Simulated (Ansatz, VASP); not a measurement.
# One calculation of MgI2, two programs

```
I Mg
1.0
     4.14000    0.00000    0.00000
    -2.07000    3.58535    0.00000
     0.00000    0.00000    6.88000
I Mg
2 1
Direct
  0.66667 0.33333 0.75000
  0.33333 0.66667 0.25000
  0.00000 0.00000 0.00000
```

Alike in both runs: functional PBEsol; k mesh 8 × 8 × 4; occupations fermi-dirac, width 0.05 eV; no spin polarisation.

|  | VASP | Ansatz |
| --- | --- | --- |
| version | VASP 6.6.1 | Ansatz 0.2.0 |
| potentials or method | VASP PAW PBE potentials, release 64 (I, Mg), cutoff 520 eV | all-electron LAPW, scalar-relativistic |
| task | single point | band structure |

```csv
,VASP,Ansatz,Ansatz less VASP
gap on the k mesh at the Fermi level (eV),3.42,3.44,+0.012
least direct gap on the mesh (eV),3.51,3.52,+0.008
pressure (GPa),-0.8,-0.8,+0.04
"traceless stress, the component that is largest in VASP (GPa)",-0.30,-0.30,-0.003
rms of the force components (eV/Å),0.141,0.139,-0.0018
```

VASP's potentials were made for PBE, not for PBEsol. Atom by atom the forces differ by 0.002 eV/Å (rms over components). Ansatz ran all-electron here, and VASP with PAW potentials.

Spin-orbit coupling is off throughout.
